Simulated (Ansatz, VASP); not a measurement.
# One calculation of InGa3P2, two programs

File INCAR:

```
ALGO = Normal
EDIFF = 1E-6
EDIFFG = -0.01
ENCUT = 600
GGA = PE
IBRION = 2
ISIF = 3
ISMEAR = 0
LASPH = T
LCHARG = F
LREAL = F
LWAVE = F
NELM = 80
NSW = 100
PREC = Accurate
SIGMA = 0.1
```

The input KPOINTS:

```
k-points
0
Gamma
  6 6 10
```

POSCAR

```
InGa3P2
1.0
    6.3725824820      0.0000000000      0.0000000000
   -3.1862912410      5.5188183171      0.0000000000
    0.0000000000      0.0000000000      3.5905390704
In Ga P
1 3 2
Direct
    0.0000000000      0.0000000000      0.0000000000
    0.0000000000      0.5000000000      0.5000000000
    0.5000000000      0.5000000000      0.5000000000
    0.5000000000      0.0000000000      0.5000000000
    0.6666666667      0.3333333333      0.0000000000
    0.3333333333      0.6666666667      0.0000000000
```

Input for Ansatz:

```yaml
crystal:
  lattice:
    - [6.372582482, 0.0, 0.0]
    - [-3.186291241, 5.5188183171, 0.0]
    - [0.0, 0.0, 3.5905390704]
  atoms:
    - { symbol: In, position: [0.0, 0.0, 0.0] }
    - { symbol: Ga, position: [0.0, 0.5, 0.5] }
    - { symbol: Ga, position: [0.5, 0.5, 0.5] }
    - { symbol: Ga, position: [0.5, 0.0, 0.5] }
    - { symbol: P, position: [0.6666666667, 0.3333333333, 0.0] }
    - { symbol: P, position: [0.3333333333, 0.6666666667, 0.0] }
basis:
  ecutwfc: 420
kpoints:
  mp_grid: { grid: [6, 6, 10] }
hamiltonian:
  xc: pbe
scf:
  occupations: { method: gaussian, width: 0.1 }
output:
  forces: true
  stress: true
  eigenvalues: true
  write_density: true
  write_potential: true
  elf: true
  volumetric_format: npy
relax:
  adjacent_minimum: "off"
  f_tol: 0.01
  max_steps: 80
  cell: { stress_tol: 0.05 }
```

Change from the starting cell: species swapped into the LaGa2Rh3 type (P6/mmm, No. 191).

Alike in both runs: task relaxation of cell and atoms; functional PBE; k mesh 6 × 6 × 10; occupations gaussian, width 0.1 eV; no spin polarisation.

```csv
,VASP,Ansatz
version,VASP 6.6.1,Ansatz 0.2.0
potentials or method,"VASP PAW PBE potentials, release 64 (In_d, Ga_d, P), cutoff 600 eV","scalar-relativistic, plane waves, PAW"
valence electrons in the cell,62,62
```

|  | VASP | Ansatz | Ansatz less VASP |
| --- | --- | --- | --- |
| gap on the k mesh at the Fermi level, each at its own relaxed structure (eV) | none | none | - |
| relaxed volume (Å³/atom) | 21.05 | 21.05 | 0.000 |
| relaxed cell length with the largest relative difference (Å) | 6.373 | 6.373 | 0.0000 |

A gap of «none» marks a metal or a gap that the smearing closes.

Noted on VASP's run: the relaxation stopped at its first step, so nothing moved.
